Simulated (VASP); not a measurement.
# Fe (Fd-3m) in VASP: notebook

Runs on Fe. Level: LDA. Tasks: single point.

Program: VASP 6.6.1. These are calculated values, not measurements. Logs are shortened: lines on timing, memory, paths and dates and some standing lists are left out, and cuts for length are marked.

## 1. The cell of the first run

The structure is cubic, space group Fd-3m (No. 227). The conventional cell has a = 4.754 Å, b = 4.754 Å, c = 4.754 Å, α = 90.00°, β = 90.00°, γ = 90.00°. Within 2.7 Å of Fe (site symmetry -43m) lie 4 Fe at 2.06 Å.

This isn't the form of Fe at room conditions, which is bcc.

## 2. Single point, LDA, collinear spin, antiferromagnetic start

The input, INCAR:

```
SYSTEM = Fe
  ALGO = Normal
  EDIFF = 1E-6
  ENCUT = 520
  GGA = CA
  ISIF = 2
  ISMEAR = -1
  ISPIN = 2
  LASPH = .True.
  LCHARG = .False.
  LMAXMIX = 4
  LORBIT = 11
  LREAL = .False.
  LWAVE = .False.
  MAGMOM = 2.5 -2.5
  NBANDS = 19
  NELM = 150
  PREC = Accurate
  SIGMA = 0.05
```

The input, KPOINTS:

```
k-points
0
Gamma
  19 19 19
  0 0 0
```

The input, POSCAR:

```
Fe
1.0
    0.0000000000      2.3772071574      2.3772071574
    2.3772071574      0.0000000000      2.3772071574
    2.3772071574      2.3772071574      0.0000000000
Fe
2
Direct
    0.1250000000      0.1250000000      0.1250000000
    0.8750000000      0.8750000000      0.8750000000
```

Potentials or basis: VASP PAW LDA potentials, release 64 (Fe).

Run with:

```console
$ cat potpaw_LDA.64/Fe/POTCAR > POTCAR
$ mpirun -np 1 vasp_std > vasp.out
```

OUTCAR:

```text
SYSTEM = Fe
   EDIFF = 1E-6
   ENCUT = 520
   GGA = CA
   ISIF = 2
   ISMEAR = -1
   ISPIN = 2
   LASPH = .True.
   LORBIT = 11
   LREAL = .False.
   NELM = 150
   PREC = Accurate

 ion  position               nearest neighbor table
   1  0.125  0.125  0.125-   2 2.06   2 2.06   2 2.06   2 2.06
   2  0.875  0.875  0.875-   1 2.06   1 2.06   1 2.06   1 2.06

  LATTYP: Found a face centered cubic cell.
 ALAT       =     4.7544143148

  Lattice vectors:

 A1 = (   0.0000000000,   2.3772071574,   2.3772071574)
 A2 = (   2.3772071574,   0.0000000000,   2.3772071574)
 A3 = (   2.3772071574,   2.3772071574,   0.0000000000)

Analysis of symmetry for initial positions (statically):
=====================================================================
 Subroutine PRICEL returns:
 Original cell was already a primitive cell.

 Routine SETGRP: Setting up the symmetry group for a
 face centered cubic supercell.

 Subroutine GETGRP returns: Found 48 space group operations
 (whereof 12 operations were pure point group operations)
 out of a pool of 48 trial point group operations.

The static configuration has the point symmetry D_3d.
 The point group associated with its full space group is O_h .

Analysis of symmetry for dynamics (positions and initial velocities):
=====================================================================
 Subroutine PRICEL returns:
 Original cell was already a primitive cell.

 Routine SETGRP: Setting up the symmetry group for a
 face centered cubic supercell.

 Subroutine GETGRP returns: Found 48 space group operations
 (whereof 12 operations were pure point group operations)
 out of a pool of 48 trial point group operations.

The dynamic configuration has the point symmetry D_3d.
 The point group associated with its full space group is O_h .

Analysis of structural, dynamic, and magnetic symmetry:
=====================================================================
 Subroutine PRICEL returns:
 Original cell was already a primitive cell.

 Routine SETGRP: Setting up the symmetry group for a
 face centered cubic supercell.

 Subroutine GETGRP returns: Found 48 space group operations
 (whereof 12 operations were pure point group operations)
 out of a pool of 48 trial point group operations.

The overall configuration has the point symmetry D_3d.
 The point group associated with its full space group is O_h .

 Subroutine INISYM returns: Found 48 space group operations
 (whereof 12 operations are pure point group operations),
 and found     1 'primitive' translations

----------------------------------------------------------------------------------------

                                     Primitive cell

  volume of cell :      26.8677

  direct lattice vectors                    reciprocal lattice vectors
     0.000000000  2.377207157  2.377207157    -0.210330849  0.210330849  0.210330849
     2.377207157  0.000000000  2.377207157     0.210330849 -0.210330849  0.210330849
     2.377207157  2.377207157  0.000000000     0.210330849  0.210330849 -0.210330849

  length of vectors
     3.361878603  3.361878603  3.361878603     0.364303717  0.364303717  0.364303717

  position of ions in fractional coordinates (direct lattice)
     0.125000000  0.125000000  0.125000000
     0.875000000  0.875000000  0.875000000

  ion indices of the primitive-cell ions
   primitive index   ion index
                 1           1
                 2           2

----------------------------------------------------------------------------------------

 KPOINTS: k-points

Automatic generation of k-mesh.
 Grid dimensions read from file:
 generate k-points for:   19   19   19

 Generating k-lattice:

  Cartesian coordinates                     Fractional coordinates (reciprocal lattice)
    -0.011070045  0.011070045  0.011070045     0.052631579  0.000000000  0.000000000
     0.011070045 -0.011070045  0.011070045     0.000000000  0.052631579  0.000000000
     0.011070045  0.011070045 -0.011070045     0.000000000  0.000000000  0.052631579

  Length of vectors
     0.019173880  0.019173880  0.019173880

  Shift w.r.t. Gamma in fractional coordinates (k-lattice)
     0.000000000  0.000000000  0.000000000

 Subroutine IBZKPT returns following result:
 ===========================================

 Found    220 irreducible k-points:

 Following reciprocal coordinates:
            Coordinates               Weight
  0.000000  0.000000  0.000000      1.000000
  0.052632  0.000000  0.000000      8.000000
  0.105263  0.000000  0.000000      8.000000
  0.157895  0.000000  0.000000      8.000000
  0.210526  0.000000  0.000000      8.000000
  0.263158  0.000000  0.000000      8.000000
[... 16 lines left out ...]
 -0.315789  0.052632  0.000000     24.000000
 -0.263158  0.052632  0.000000     24.000000
 [... further k-points ...]
   k-points           NKPTS =    220   k-points in BZ     NKDIM =    220   number of bands    NBANDS=     19
   number of dos      NEDOS =    301   number of ions     NIONS =      2
   total plane-waves  NPLWV =  21952
   dimension x,y,z NGX =    28 NGY =   28 NGZ =   28
   dimension x,y,z NGXF=    56 NGYF=   56 NGZF=   56
   ions per type =               2
   NGX,Y,Z   is equivalent  to a cutoff of  13.85, 13.85, 13.85 a.u.
   NGXF,Y,Z  is equivalent  to a cutoff of  27.69, 27.69, 27.69 a.u.
 SYSTEM =  Fe
   PREC   = accura    normal or accurate (medium, high low for compatibility)
   ISTART =      0    job   : 0-new  1-cont  2-samecut
   ICHARG =      2    charge: 1-file 2-atom 10-const
   ISPIN  =      2    spin polarized calculation?
   LNONCOLLINEAR =      F non collinear calculations
   LSORBIT =      F    spin-orbit coupling
   LASPH  =      T    aspherical Exc in radial PAW
   ENCUT  =  520.0 eV  38.22 Ry    6.18 a.u.   6.25  6.25  6.25*2*pi/ulx,y,z
   NELM   =    150;   NELMIN=  2; NELMDL= -5     # of ELM steps
   EDIFF  = 0.1E-05   stopping-criterion for ELM
   LREAL  =      F    real-space projection
   EDIFFG = 0.1E-04   stopping-criterion for IOM
   NSW    =      0    number of steps for IOM
   IBRION =     -1    ionic relax: 0-MD 1-quasi-New 2-CG
   NFREE  =      0    steps in history (QN), initial steepest desc. (CG)
   ISIF   =      2    stress and relaxation
   ISYM   =      2    0-nonsym 1-usesym 2-fastsym
   POTIM  = 0.5000    time-step for ionic-motion
   TEBEG  =    0.0;   TEEND  =   0.0 temperature during run
   PSTRESS=    0.0 pullay stress
   NELECT =      16.0000    total number of electrons
   NUPDOWN=      -1.0000    fix difference up-down
   EMIN   =  10.00;   EMAX   =-10.00  energy-range for DOS
   EFERMI =   0.00;   METHOD = LEGACY
   ISMEAR =    -1;   SIGMA  =   0.05  broadening in eV -4-tet -1-fermi 0-gaus
   EFERMI_NEDOS =   21; number of points for ismear=-14 and -15
   IALGO  =     38    algorithm
   IMIX   =      4    mixing-type and parameters
     AMIX     =   0.40;   BMIX     =  1.00
     AMIX_MAG =   1.60;   BMIX_MAG =  1.00
  volume/ion in A,a.u.               =      13.43        90.66
  Fermi-wavevector in a.u.,A,eV,Ry     =   1.377329  2.602775 25.810743  1.897036
  Thomas-Fermi vector in A             =   2.502493
   LORBIT       =     11    0 simple, 1 ext, 2 COOP (PROOUT), +10 PAW based schemes
   GGA     = CA    functional components
   LHFCALC =     F    Hartree Fock is set to
   AEXX    =    0.0000 exact exchange contribution
   IVDW    =     0    specifies the selected vdW correction
   LEPSILON=     F    determine dielectric tensor
   LRPA    =     F    only Hartree local field effects (RPA)
 spin polarized calculation
  energy-cutoff  :      520.00
  volume of cell :       26.87
 maximum number of plane-waves:       742
 NGX is ok and might be reduce to    28
   NGX = 13   NGY = 13   NGZ = 13

 number of electron      15.9999993 magnetization      -0.0000000

 number of electron      15.9999993 magnetization       0.0000000

 Free energy of the ion-electron system (eV)
  ---------------------------------------------------
  ext. energy  EPLUGINS =         0.00000000
  ---------------------------------------------------
  free energy    TOTEN  =       -16.28965440 eV

  energy without entropy =      -16.27099667  energy(sigma->0) =      -16.28032553

 E-fermi :   4.0352     XC(G=0): -12.1868

 val. band max:        4.0290681271   @ k =  -0.4737   0.1579   0.0526
 cond. band min:       4.0355622466   @ k =   0.4737   0.3158   0.1053
 fundamental gap:      0.0064941195
 Fermi energy:         4.0351952798

 spin component 1

 k-point     1 :       0.0000    0.0000    0.0000
  band No.  band energies     occupation
      1      -2.9267      1.00000
      2       0.9862      1.00000
      3       0.9862      1.00000
      4       1.3928      1.00000
      5       1.3928      1.00000
      6       1.3928      1.00000
[... 11 lines left out ...]
     18      20.4410      0.00000
     19      22.1236      0.00000
[... 485 lines left out ...]
 k-point    24 :      -0.2632    0.0526    0.0000
  band No.  band energies     occupation
      1      -1.2945      1.00000
      2       0.6928      1.00000
      3       0.9265      1.00000
      4       1.5299      1.00000
      5       1.6926      1.00000
      6       1.9020      1.00000
[... 11 lines left out ...]
     18      23.1040      0.00000
     19      23.2601      0.00000

 [... further k-points ...]

 spin component 2

 k-point     1 :       0.0000    0.0000    0.0000
  band No.  band energies     occupation
      1      -2.9267      1.00000
      2       0.9862      1.00000
      3       0.9862      1.00000
      4       1.3928      1.00000
      5       1.3928      1.00000
      6       1.3928      1.00000
[... 11 lines left out ...]
     18      20.4410      0.00000
     19      22.1236      0.00000
[... 485 lines left out ...]
 k-point    24 :      -0.2632    0.0526    0.0000
  band No.  band energies     occupation
      1      -1.2945      1.00000
      2       0.6928      1.00000
      3       0.9265      1.00000
      4       1.5299      1.00000
      5       1.6926      1.00000
      6       1.9020      1.00000
[... 11 lines left out ...]
     18      23.1040      0.00000
     19      23.2601      0.00000

 [... further k-points ...]

------------------------ aborting loop because EDIFF is reached ----------------------------------------

  FORCE on cell =-STRESS in cart. coord.  units (eV):
  Direction    XX          YY          ZZ          XY          YZ          ZX
  --------------------------------------------------------------------------------------
  -------------------------------------------------------------------------------------
  Total       -0.3646840     -0.3646840     -0.3646840      0.0000000      0.0000000      0.0000000
  in kB      -21.7468437    -21.7468437    -21.7468437      0.0000000      0.0000000      0.0000000
  external PRESSURE =     -21.7468437 kB  Pullay stress =       0.0000000 kB

 VOLUME and BASIS-vectors are now :
 -----------------------------------------------------------------------------
  energy-cutoff  :      520.00
  volume of cell :       26.87
      direct lattice vectors                 reciprocal lattice vectors
     0.000000000  2.377207157  2.377207157    -0.210330849  0.210330849  0.210330849
     2.377207157  0.000000000  2.377207157     0.210330849 -0.210330849  0.210330849
     2.377207157  2.377207157  0.000000000     0.210330849  0.210330849 -0.210330849

 POSITION                                       TOTAL-FORCE (eV/Angst)
 -----------------------------------------------------------------------------------
      0.59430      0.59430      0.59430        -0.000000     -0.000000     -0.000000
      4.16011      4.16011      4.16011         0.000000      0.000000      0.000000
 -----------------------------------------------------------------------------------
    total drift:                                0.000000     -0.000000     -0.000000

  FREE ENERGIE OF THE ION-ELECTRON SYSTEM (eV)
  ---------------------------------------------------
  free  energy   TOTEN  =       -16.2896543966 eV

  energy  without entropy=      -16.2709966676  energy(sigma->0) =      -16.28032553

 total charge

# of ion       s       p       d       tot
------------------------------------------
    1        0.614   0.480   6.545   7.639
    2        0.614   0.480   6.545   7.639
--------------------------------------------------
tot          1.229   0.959  13.090  15.278

 magnetization (x)

# of ion       s       p       d       tot
------------------------------------------
    1        0.000  -0.000   0.001   0.001
    2       -0.000   0.000  -0.001  -0.001
--------------------------------------------------
tot          0.000   0.000   0.000   0.000
```

It took 4.9 min on 1 thread of Intel Xeon 8259CL, shared host; peak memory 0.27 GiB.

What came out:

* Free energy: -16.2897 eV
* Pressure: -2.2 GPa
* Band gap on the k mesh: zero (filled and empty bands overlap)
* Net moment: 0.00 μB per cell
* Valence electrons inside the program's atomic spheres: Fe 7.64

Levels at points of the mesh, in eV from the Fermi level:
Spin up:
| k point | band 6 | band 7 | band 8 | band 9 | band 10 | band 11 |
| --- | --- | --- | --- | --- | --- | --- |
| (0.00, 0.00, 0.00) | -2.64 | -0.44 | -0.44 | -0.44 | 1.39 | 1.39 |
Spin down:
```tsv
k point	band 4	band 5	band 6	band 7	band 8	band 9	band 10	band 11	band 12	band 13
(0.00, 0.00, 0.00)	-2.64	-2.64	-2.64	-0.44	-0.44	-0.44	1.39	1.39	15.08	15.08
```

Caveat: the moments typed at the start vanished in this run.

## 3. Single point, LDA (11.83 Å³/atom)

This run uses another cell than the first one, of 11.83 Å³/atom.

The input, INCAR:

```
PREC = Accurate
ENCUT = 600
EDIFF = 1E-6
ISMEAR = -1
SIGMA = 0.1
LREAL = F
LASPH = T
NELM = 120
ALGO = Normal
ISIF = 2
LWAVE = F
LCHARG = T
LELF = T
LVHAR = T
NBANDS = 23
GGA_COMPAT = F
```

The input, KPOINTS:

```
regular mesh
0
Gamma
  13 13 13
```

The input, POSCAR:

```
Fe
1.0
    0.0000000000      2.2788839193      2.2788839193
    2.2788839193      0.0000000000      2.2788839193
    2.2788839193      2.2788839193      0.0000000000
Fe
2
Direct
    0.1250000000      0.1250000000      0.1250000000
    0.8750000000      0.8750000000      0.8750000000
```

Potentials or basis: VASP PAW LDA potentials, release 64 (Fe_sv).

Run with:

```console
$ cat potpaw_LDA.64/Fe_sv/POTCAR > POTCAR
$ mpirun -np 1 vasp_std > vasp.out
```

Run time: 90 s. Hardware: 1 thread of Intel Xeon Platinum 8175M at 2.50GHz (Skylake/Cascade Lake), shared host; peak memory 0.16 GiB.

It converged, with:

```
Free energy            : -16.1005 eV
Pressure               : 29.1 GPa
Band gap on the k mesh : zero (bands 16 and 17 overlap by 1.02 eV)
```

Levels at points of the mesh, in eV from the Fermi level:
| k point | band 13 | band 14 | band 15 | band 16 | band 17 | band 18 | band 19 | band 20 |
| --- | --- | --- | --- | --- | --- | --- | --- | --- |
| (0.00, 0.00, 0.00) | -3.05 | -3.05 | -0.51 | -0.51 | -0.51 | 1.68 | 1.68 | 16.24 |

Caveat: atoms lie so close that the PAW spheres overlap strongly, which falsifies energies and pressures; the cell stands under pressure; the run has no spin polarisation, though such a crystal can be magnetic. Spin polarisation is off, so any magnetic state and its effect on volume and gap are missing.

The gap in the log of VASP goes by the Fermi energy; the results here count the filled bands.